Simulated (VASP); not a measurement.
# ZnSe5 (P6/mmm) in VASP: notebook

Runs on ZnSe5. Level: PBE. Tasks: single point, relaxation of cell and atoms.

All numbers are computed with VASP 6.6.1; they aren't measurements. Logs are shortened: lines on timing, memory, paths and dates and some standing lists are left out, and cuts for length are marked.

### Step 1. The cell of the first run

The structure is hexagonal, space group P6/mmm (No. 191). Conventional cell: a = 4.651 Å, b = 4.651 Å, c = 6.809 Å, α = 90.00°, β = 90.00°, γ = 120.00°. Zn (site symmetry 6/mmm) has 14 Se at 3.13 to 3.40 Å within 4.1 Å. Within 3.6 Å of Se (site symmetry 3m) lie 8 Se at 2.69 to 3.59 Å and 3 Zn at 3.13 Å. Se (site symmetry 6/mmm) has 12 Se at 3.23 Å and 2 Zn at 3.40 Å within 4.2 Å.

The cell was built from a structure type or drawn by symmetry, and may not be a known phase.

### Step 2. Single point, PBE

File INCAR:

```
PREC     = Accurate       # precision mode
ENCUT    = 520            # plane-wave cutoff, eV
EDIFF    = 1E-6           # SCF threshold, eV
ISMEAR   = 0              # smearing method
SIGMA    = 0.1            # smearing width, eV
LREAL    = False          # projectors in reciprocal space
LASPH    = True           # aspherical terms in the spheres
NELM     = 100            # most SCF steps
ALGO     = Normal         # electronic algorithm
ISIF     = 2              # what is computed and relaxed
LWAVE    = False          # write WAVECAR
LCHARG   = True           # write CHGCAR
GGA      = PE             # functional
LELF     = True           # ELF
LVHAR    = True         
NBANDS   = 30             # bands
```

File KPOINTS:

```
Automatic mesh
0
Gamma
  6 6 4
```

File POSCAR:

```
ZnSe5
1.0
    4.6513217794      0.0000000000      0.0000000000
   -2.3256608897      4.0281628221      0.0000000000
    0.0000000000      0.0000000000      6.8086538313
Zn Se
1 5
Direct
    0.0000000000      0.0000000000      0.0000000000
    0.3333333333      0.6666666667      0.7636740871
    0.3333333333      0.6666666667      0.2363259129
    0.6666666667      0.3333333333      0.2363259129
    0.6666666667      0.3333333333      0.7636740871
    0.0000000000      0.0000000000      0.5000000000
```

Potentials or basis: VASP PAW PBE potentials, release 64 (Zn, Se).

Run with:

```sh
cat potpaw_PBE.64/Zn/POTCAR potpaw_PBE.64/Se/POTCAR > POTCAR
mpirun -np 1 vasp_std > vasp.out
```

OUTCAR:

```text
PREC = Accurate
   ENCUT = 520
   EDIFF = 1E-6
   ISMEAR = 0
   LREAL = False
   LASPH = True
   NELM = 100
   ISIF = 2
   GGA = PE

 ion  position               nearest neighbor table
   1  0.000  0.000  0.000-
   2  0.333  0.667  0.764-   5 2.69   5 2.69   5 2.69
   3  0.333  0.667  0.236-   4 2.69   4 2.69   4 2.69
   4  0.667  0.333  0.236-   3 2.69   3 2.69   3 2.69
   5  0.667  0.333  0.764-   2 2.69   2 2.69   2 2.69
   6  0.000  0.000  0.500-

  LATTYP: Found a hexagonal cell.
 ALAT       =     4.6513217794
 C/A-ratio  =     1.4638105369

  Lattice vectors:

 A1 = (   4.6513217794,   0.0000000000,   0.0000000000)
 A2 = (  -2.3256608897,   4.0281628221,   0.0000000000)
 A3 = (   0.0000000000,   0.0000000000,   6.8086538313)

Analysis of symmetry for initial positions (statically):
=====================================================================
 Subroutine PRICEL returns:
 Original cell was already a primitive cell.

 Routine SETGRP: Setting up the symmetry group for a
 hexagonal supercell.

 Subroutine GETGRP returns: Found 24 space group operations
 (whereof 24 operations were pure point group operations)
 out of a pool of 24 trial point group operations.

The static configuration has the point symmetry D_6h.

Analysis of symmetry for dynamics (positions and initial velocities):
=====================================================================
 Subroutine PRICEL returns:
 Original cell was already a primitive cell.

 Routine SETGRP: Setting up the symmetry group for a
 hexagonal supercell.

 Subroutine GETGRP returns: Found 24 space group operations
 (whereof 24 operations were pure point group operations)
 out of a pool of 24 trial point group operations.

The dynamic configuration has the point symmetry D_6h.

 Subroutine INISYM returns: Found 24 space group operations
 (whereof 24 operations are pure point group operations),
 and found     1 'primitive' translations

----------------------------------------------------------------------------------------

                                     Primitive cell

  volume of cell :     127.5689

  direct lattice vectors                    reciprocal lattice vectors
     4.651321779  0.000000000  0.000000000     0.214992651  0.124126065  0.000000000
    -2.325660890  4.028162822  0.000000000     0.000000000  0.248252130  0.000000000
[... 91 lines left out ...]
   EDIFFG = 0.1E-04   stopping-criterion for IOM
   NSW    =      0    number of steps for IOM
   IBRION =     -1    ionic relax: 0-MD 1-quasi-New 2-CG
   NFREE  =      0    steps in history (QN), initial steepest desc. (CG)
   ISIF   =      2    stress and relaxation
   ISYM   =      2    0-nonsym 1-usesym 2-fastsym
   POTIM  = 0.5000    time-step for ionic-motion
   TEBEG  =    0.0;   TEEND  =   0.0 temperature during run
   PSTRESS=    0.0 pullay stress
   NELECT =      42.0000    total number of electrons
   NUPDOWN=      -1.0000    fix difference up-down
   EMIN   =  10.00;   EMAX   =-10.00  energy-range for DOS
   EFERMI =   0.00;   METHOD = LEGACY
   ISMEAR =     0;   SIGMA  =   0.10  broadening in eV -4-tet -1-fermi 0-gaus
   EFERMI_NEDOS =   21; number of points for ismear=-14 and -15
   IALGO  =     38    algorithm
   IMIX   =      4    mixing-type and parameters
     AMIX     =   0.40;   BMIX     =  1.00
     AMIX_MAG =   1.60;   BMIX_MAG =  1.00
  volume/ion in A,a.u.               =      21.26       143.48
  Fermi-wavevector in a.u.,A,eV,Ry     =   1.130428  2.136200 17.386453  1.277868
  Thomas-Fermi vector in A             =   2.267125
   LORBIT       =      0    0 simple, 1 ext, 2 COOP (PROOUT), +10 PAW based schemes
   GGA     = PE    functional components
   LHFCALC =     F    Hartree Fock is set to
   AEXX    =    0.0000 exact exchange contribution
   IVDW    =     0    specifies the selected vdW correction
   LEPSILON=     F    determine dielectric tensor
   LRPA    =     F    only Hartree local field effects (RPA)
 non-spin polarized calculation
 Gauss-broadening in eV      SIGMA  =   0.10
  energy-cutoff  :      520.00
  volume of cell :      127.57
 maximum number of plane-waves:      3461
 NGX is ok and might be reduce to    36
   NGX = 17   NGY = 17   NGZ = 25

 number of electron      41.9999998 magnetization

 Free energy of the ion-electron system (eV)
  ---------------------------------------------------
  ext. energy  EPLUGINS =         0.00000000
  ---------------------------------------------------
  free energy    TOTEN  =       -15.63660394 eV

  energy without entropy =      -15.61880355  energy(sigma->0) =      -15.62770374

 E-fermi :   4.4091     XC(G=0): -10.2430

 val. band max:        4.3939798643   @ k =   0.1667   0.1667   0.5000
 cond. band min:       4.4110765831   @ k =   0.1667   0.0000   0.5000
 fundamental gap:      0.0170967188
 Fermi energy:         4.4090514390

 k-point     1 :       0.0000    0.0000    0.0000
  band No.  band energies     occupation
      1     -11.3949      2.00000
      2     -10.4107      2.00000
      3      -7.6504      2.00000
      4      -6.7237      2.00000
      5      -6.0660      2.00000
      6      -2.5661      2.00000
[... 682 lines left out ...]
     29      10.6505      0.00000
     30      12.4580      0.00000

------------------------ aborting loop because EDIFF is reached ----------------------------------------

  FORCE on cell =-STRESS in cart. coord.  units (eV):
  Direction    XX          YY          ZZ          XY          YZ          ZX
  --------------------------------------------------------------------------------------
  -------------------------------------------------------------------------------------
  Total        0.1125028      0.1125028      0.0975812      0.0000000      0.0000000     -0.0000000
  in kB        1.4129580      1.4129580      1.2255524      0.0000000      0.0000000     -0.0000000
  external PRESSURE =       1.3504895 kB  Pullay stress =       0.0000000 kB

 VOLUME and BASIS-vectors are now :
 -----------------------------------------------------------------------------
  energy-cutoff  :      520.00
  volume of cell :      127.57
      direct lattice vectors                 reciprocal lattice vectors
     4.651321779  0.000000000  0.000000000     0.214992651  0.124126065  0.000000000
    -2.325660890  4.028162822  0.000000000     0.000000000  0.248252130  0.000000000
     0.000000000  0.000000000  6.808653831     0.000000000  0.000000000  0.146871911

 POSITION                                       TOTAL-FORCE (eV/Angst)
 -----------------------------------------------------------------------------------
      0.00000      0.00000      0.00000        -0.000000      0.000000     -0.000000
     -0.00000      2.68544      5.19959        -0.000000      0.000000     -0.037110
     -0.00000      2.68544      1.60906        -0.000000      0.000000      0.037110
      2.32566      1.34272      1.60906         0.000000     -0.000000      0.037110
      2.32566      1.34272      5.19959         0.000000     -0.000000     -0.037110
      0.00000      0.00000      3.40433        -0.000000      0.000000     -0.000000
 -----------------------------------------------------------------------------------
    total drift:                               -0.000000      0.000000     -0.000000

  FREE ENERGIE OF THE ION-ELECTRON SYSTEM (eV)
  ---------------------------------------------------
  free  energy   TOTEN  =       -15.6366039380 eV

  energy  without entropy=      -15.6188035514  energy(sigma->0) =      -15.62770374
```

OSZICAR:

```text
N       E                     dE             d eps       ncg     rms          rms(c)
DAV:   1     0.285383121867E+03    0.28538E+03   -0.18141E+04  1260   0.135E+03
DAV:   2     0.130400164660E+02   -0.27234E+03   -0.26150E+03  1396   0.295E+02
DAV:   3    -0.152492436404E+02   -0.28289E+02   -0.27310E+02  1496   0.929E+01
DAV:   4    -0.160001959949E+02   -0.75095E+00   -0.74243E+00  1430   0.152E+01
DAV:   5    -0.160076031996E+02   -0.74072E-02   -0.74048E-02  1494   0.156E+00    0.806E+00
DAV:   6    -0.156800750095E+02    0.32753E+00   -0.16399E+00  1602   0.180E+01    0.527E+00
DAV:   7    -0.156495089603E+02    0.30566E-01   -0.42508E-01  1400   0.346E+00    0.269E+00
DAV:   8    -0.156369225042E+02    0.12586E-01   -0.10288E-01  1434   0.157E+00    0.362E-01
DAV:   9    -0.156366821688E+02    0.24034E-03   -0.83875E-03  1398   0.558E-01    0.146E-01
DAV:  10    -0.156366005478E+02    0.81621E-04   -0.82310E-04  1482   0.153E-01    0.554E-02
DAV:  11    -0.156366024013E+02   -0.18534E-05   -0.12948E-04  1436   0.616E-02    0.171E-02
DAV:  12    -0.156366044204E+02   -0.20191E-05   -0.26598E-05  1454   0.353E-02    0.440E-03
DAV:  13    -0.156366039380E+02    0.48237E-06   -0.18749E-06   936   0.115E-02
   1 F= -.15636604E+02 E0= -.15627704E+02  d E =-.178004E-01
```

stdout:

```text
POSCAR found type information on POSCAR ZnSe
 POSCAR found :  2 types and       6 ions
 scaLAPACK will be used
 LDA part: xc-table for (Slater+PW92), standard interpolation
 POSCAR, INCAR and KPOINTS ok, starting setup
 FFT: planning ... GRIDC
 FFT: planning ... GRID_SOFT
 FFT: planning ... GRID
 WAVECAR not read
 entering main loop
```

Run time: 47 s. Hardware: 1 thread of Intel Xeon 6975P-C (Granite Rapids), shared host; peak memory 0.27 GiB.

What came out:

```
Free energy            : -15.6366 eV
Pressure               : 0.1 GPa
Largest force          : 0.037 eV/Å
Band gap on the k mesh : zero (bands 21 and 22 overlap by 1.47 eV)
```

Forces in eV/Å, atoms in the order of the input:
```
Zn   0.000  0.000  0.000
Se   0.000  0.000 -0.037
Se   0.000  0.000  0.037
Se   0.000  0.000  0.037
Se   0.000  0.000 -0.037
Se   0.000  0.000  0.000
```

### Step 3. Single point, PBE

This run uses another cell than the first one, of 21.21 Å³/atom.

File INCAR:

```
SYSTEM = ZnSe5
PREC = Accurate ; ENCUT = 520
EDIFF = 1E-6 ; ISMEAR = 0
SIGMA = 0.1 ; LREAL = .False.
LASPH = .True. ; NELM = 100
ALGO = Normal ; ISIF = 2
LWAVE = .False. ; LCHARG = .False.
GGA = PE ; NBANDS = 30
```

File KPOINTS:

```
Automatic mesh
0
Gamma
  12 12 6
  0 0 0
```

File POSCAR:

```
ZnSe5
1.0
    4.6854938552      0.0000000000      0.0000000000
   -2.3427469276      4.0577567079      0.0000000000
    0.0000000000      0.0000000000      6.6939229520
Zn Se
1 5
Direct
    0.0000000000      0.0000000000      0.0000000000
    0.3333333333      0.6666666667      0.7674089437
    0.3333333333      0.6666666667      0.2325910563
    0.6666666667      0.3333333333      0.2325910563
    0.6666666667      0.3333333333      0.7674089437
    0.0000000000      0.0000000000      0.5000000000
```

Potentials or basis: VASP PAW PBE potentials, release 64 (Zn, Se).

Run with:

```sh
cat potpaw_PBE.64/Zn/POTCAR potpaw_PBE.64/Se/POTCAR > POTCAR
mpirun -np 1 vasp_std > vasp.out
```

Wall time 1.9 min (1 thread of Intel Xeon 6975P-C (Granite Rapids), shared host); peak memory 0.4 GiB.

The run converged. Its results:

| Item | Value |
| --- | --- |
| Free energy | -15.5943 eV |
| Pressure | 0.0 GPa |
| Band gap on the k mesh | zero (bands 21 and 22 overlap by 1.74 eV) |

Levels at points of the mesh, in eV from the Fermi level:
```
           k point  band 19  band 20  band 21  band 22  band 23  band 24
(0.00, 0.00, 0.00)    -1.80    -0.67    -0.23    -0.23    -0.02     0.40
(0.50, 0.00, 0.00)    -0.44    -0.21     0.56     0.81     0.85     0.88
(0.00, 0.00, 0.50)    -2.28    -1.50    -1.50    -0.80     0.36     1.75
(0.50, 0.00, 0.50)    -0.72    -0.25     0.21     0.23     0.83     1.70
```

### Step 4. Relaxation of cell and atoms, PBE

This run uses another cell than the first one, of 30.20 Å³/atom.

File INCAR:

```
SYSTEM = ZnSe5
  PREC = Accurate
  ENCUT = 600
  EDIFF = 1E-7
  ISMEAR = 0
  SIGMA = 0.1
  LREAL = .FALSE.
  LASPH = .TRUE.
  NELM = 60
  ALGO = Normal
  ISIF = 3
  LWAVE = .FALSE.
  LCHARG = .FALSE.
  GGA = PE
  IBRION = 2
  NSW = 90
  EDIFFG = -0.04
```

File KPOINTS:

```
Automatic mesh
0
G
  6 6 2
  0 0 0
```

File POSCAR:

```
ZnSe5
1.0
    4.9956578600      0.0000000000      0.0000000000
   -2.4978289300      4.3263666200      0.0000000000
    0.0000000000      0.0000000000      8.3828507500
Zn Se
1 5
Direct
    0.0000000000      0.0000000000      0.0000000000
    0.3333333300      0.6666666700      0.7627830200
    0.3333333300      0.6666666700      0.2372169800
    0.6666666700      0.3333333300      0.2372169800
    0.6666666700      0.3333333300      0.7627830200
    0.0000000000      0.0000000000      0.5000000000
```

Run with:

```sh
cat potpaw_PBE.64/Zn/POTCAR potpaw_PBE.64/Se/POTCAR > POTCAR
mpirun -np 1 vasp_std > vasp.out
```

Run time: 6.5 min. Hardware: 1 thread of Intel Xeon 6975P-C (Granite Rapids), shared host; peak memory 0.37 GiB.

It converged, with:

* Free energy: -15.5904 eV
* Relaxed volume: 21.37 Å³/atom
* Relaxed cell: a = 4.668 Å, b = 4.668 Å, c = 6.794 Å, α = 90.00°, β = 90.00°, γ = 120.00°
* Space group after relaxing (to 0.1 Å): P6/mmm (No. 191)
* Energy gained by relaxing: 267.4 meV/atom
* Ionic steps: 10
* Pressure after relaxing: 0.1 GPa
* Largest force after relaxing: 0.033 eV/Å
* Band gap on the k mesh: zero (bands 21 and 22 overlap by 1.13 eV)

Forces in eV/Å, atoms in the order of the input:
```
Zn   0.000  0.000  0.000
Se   0.000  0.000 -0.033
Se   0.000  0.000  0.033
Se   0.000  0.000  0.033
Se   0.000  0.000 -0.033
Se   0.000  0.000  0.000
```

Stress tensor (GPa, compression positive):
```
-0.02  0.00  0.00
 0.00 -0.02  0.00
 0.00  0.00  0.23
```

Step by step:
```tsv
step	energy change (eV)	largest force (eV/Å)	pressure (GPa)	volume (Å³)
1	0.0000	0.1076	-7.64	181.18
2	-1.2425	0.0881	-2.15	145.95
3	-1.2673	0.0770	-0.70	141.65
4	-1.4261	0.0710	-0.37	137.13
5	-1.5588	0.0804	2.63	123.13
6	-1.5771	0.0939	1.52	126.83
7	-1.5907	0.0709	-1.15	131.41
8	-1.5971	0.0726	-0.23	129.69
9	-1.6000	0.0581	-0.17	129.33
10	-1.6045	0.0326	0.06	128.22
```

Final structure:
```xyz
6
Lattice="4.6683 0.0000 0.0000 -2.3341 4.0429 0.0000 0.0000 0.0000 6.7936" Properties=species:S:1:pos:R:3 pbc="T T T"
Zn    0.0000    0.0000    0.0000
Se    0.0000    2.6952    5.1393
Se    0.0000    2.6952    1.6543
Se    2.3341    1.3476    1.6543
Se    2.3341    1.3476    5.1393
Se    0.0000    0.0000    3.3968
```

Levels at points of the mesh, in eV from the Fermi level:
```
           k point  band 17  band 18  band 19  band 20  band 21  band 22  band 23  band 24  band 25
(0.00, 0.00, 0.00)    -3.15    -2.61    -1.60    -0.93    -0.38    -0.38    -0.04     0.55     0.55
(0.50, 0.00, 0.00)    -1.21    -0.80    -0.73    -0.34     0.29     0.60     0.81     0.97     1.51
(0.00, 0.00, 0.50)    -2.89    -2.89    -2.35    -1.40    -1.40    -0.43     0.00     1.73     1.73
(0.50, 0.00, 0.50)    -2.58    -1.52    -0.81    -0.22     0.03     0.35     0.65     1.64     1.78
```

Caveat: the k points lie up to 0.46 Å⁻¹ apart in the final cell, too coarse for converged energies and pressures of a metal; the volume moved by over 15 % at a fixed basis, so the end points are rough.

### Step 5. Relaxation of cell and atoms, PBE

This run uses another cell than the first one, of 21.45 Å³/atom.

File INCAR:

```
SYSTEM = ZnSe5
  ALGO = Normal
  EDIFF = 1E-6
  EDIFFG = -0.04
  ENCUT = 600
  GGA = PE
  IBRION = 2
  ISIF = 3
  ISMEAR = 0
  LASPH = .True.
  LCHARG = .False.
  LREAL = .False.
  LWAVE = .False.
  NELM = 60
  NSW = 90
  PREC = Accurate
  SIGMA = 0.1
```

File KPOINTS:

```
k-points
0
Gamma
  6 6 4
  0 0 0
```

File POSCAR:

```
ZnSe5
1.0
    4.6599474347      0.0000000000      0.0000000000
   -2.3299737174      4.0356328588      0.0000000000
    0.0000000000      0.0000000000      6.8447662983
Zn Se
1 5
Direct
    0.0000000000      0.0000000000      0.0000000000
    0.3333333333      0.6666666667      0.7569409608
    0.3333333333      0.6666666667      0.2430590392
    0.6666666667      0.3333333333      0.2430590392
    0.6666666667      0.3333333333      0.7569409608
    0.0000000000      0.0000000000      0.5000000000
```

Run with:

```sh
cat potpaw_PBE.64/Zn/POTCAR potpaw_PBE.64/Se/POTCAR > POTCAR
mpirun -np 1 vasp_std > vasp.out
```

Run time: 2.7 min. Hardware: 1 thread of Intel Xeon 6975P-C (Granite Rapids), shared host; peak memory 0.33 GiB.

It converged, with:

- Free energy: -15.6372 eV
- Relaxed volume: 21.27 Å³/atom
- Relaxed cell: a = 4.658 Å, b = 4.658 Å, c = 6.790 Å, α = 90.00°, β = 90.00°, γ = 120.00°
- Space group after relaxing (to 0.1 Å): P6/mmm (No. 191)
- Energy gained by relaxing: 0.6 meV/atom
- Ionic steps: 5
- Pressure after relaxing: 0.0 GPa
- Largest force after relaxing: 0.022 eV/Å
- Band gap on the k mesh: zero (bands 21 and 22 overlap by 1.38 eV)

Forces in eV/Å, atoms in the order of the input:
```
Zn   0.000  0.000  0.000
Se   0.000  0.000  0.022
Se   0.000  0.000 -0.022
Se   0.000  0.000 -0.022
Se   0.000  0.000  0.022
Se   0.000  0.000  0.000
```

Stress tensor (GPa, compression positive):
```
-0.12  0.00  0.00
 0.00 -0.12  0.00
 0.00  0.00  0.26
```

The path:
```tsv
step	energy change (eV)	largest force (eV/Å)	pressure (GPa)	volume (Å³)
1	0.0000	0.0601	-0.32	128.72
2	-0.0014	0.0564	0.04	127.92
3	-0.0015	0.0551	0.11	127.74
4	-0.0025	0.0468	0.08	127.71
5	-0.0036	0.0218	0.01	127.61
```

Final structure:
```
Zn Se
1.0
     4.65845    0.00000    0.00000
    -2.32922    4.03434    0.00000
     0.00000    0.00000    6.79016
Zn Se
1 5
Direct
  0.00000 0.00000 0.00000
  0.33333 0.66667 0.75975
  0.33333 0.66667 0.24025
  0.66667 0.33333 0.24025
  0.66667 0.33333 0.75975
  0.00000 0.00000 0.50000
```

Levels at points of the mesh, in eV from the Fermi level:
```csv
k point,band 17,band 18,band 19,band 20,band 21,band 22,band 23,band 24,band 25
"(0.00, 0.00, 0.00)",-3.09,-2.60,-1.61,-0.88,-0.34,-0.34,0.02,0.51,0.51
"(0.50, 0.00, 0.00)",-1.20,-0.76,-0.72,-0.34,0.40,0.63,0.85,0.96,1.55
"(0.00, 0.00, 0.50)",-2.81,-2.81,-2.30,-1.42,-1.42,-0.52,0.11,1.73,1.73
"(0.50, 0.00, 0.50)",-2.64,-1.43,-0.79,-0.23,0.12,0.36,0.72,1.69,1.81
```

### Step 6. Summary

| task | cell | k mesh | cutoff (eV) | gap on the mesh (eV) | pressure (GPa) | relaxed volume (Å³/atom) | largest force (eV/Å) |
| --- | --- | --- | --- | --- | --- | --- | --- |
| single point | a = 4.651, b = 4.651, c = 6.809 Å, angles 90.0, 90.0, 120.0°, 6 atoms, atomic positions A | 6 × 6 × 4 | 520 | none | 0.1 | - | 0.04 |
| single point | a = 4.685, b = 4.685, c = 6.694 Å, angles 90.0, 90.0, 120.0°, 6 atoms, atomic positions B | 12 × 12 × 6 | 520 | none | 0.0 | - | - |
| relaxation of cell and atoms | relaxed from a = 4.996, b = 4.996, c = 8.383 Å, angles 90.0, 90.0, 120.0°, 6 atoms, atomic positions A | 6 × 6 × 2 | 600 | none | 0.1 | 21.37 | 0.03 |
| relaxation of cell and atoms | relaxed from a = 4.660, b = 4.660, c = 6.845 Å, angles 90.0, 90.0, 120.0°, 6 atoms, atomic positions C | 6 × 6 × 4 | 600 | none | 0.0 | 21.27 | 0.02 |

Alike in all rows: level PBE; potentials or basis VASP PAW PBE potentials, release 64 (Zn, Se); no spin polarisation; smearing gaussian 0.1 eV.

Caveats: some runs use coarse meshes; the volume moved by over 15 % at a fixed basis, so the end points are rough (at least some runs).

Total energies depend on the potentials used, so only differences within one code and one set of settings carry meaning.
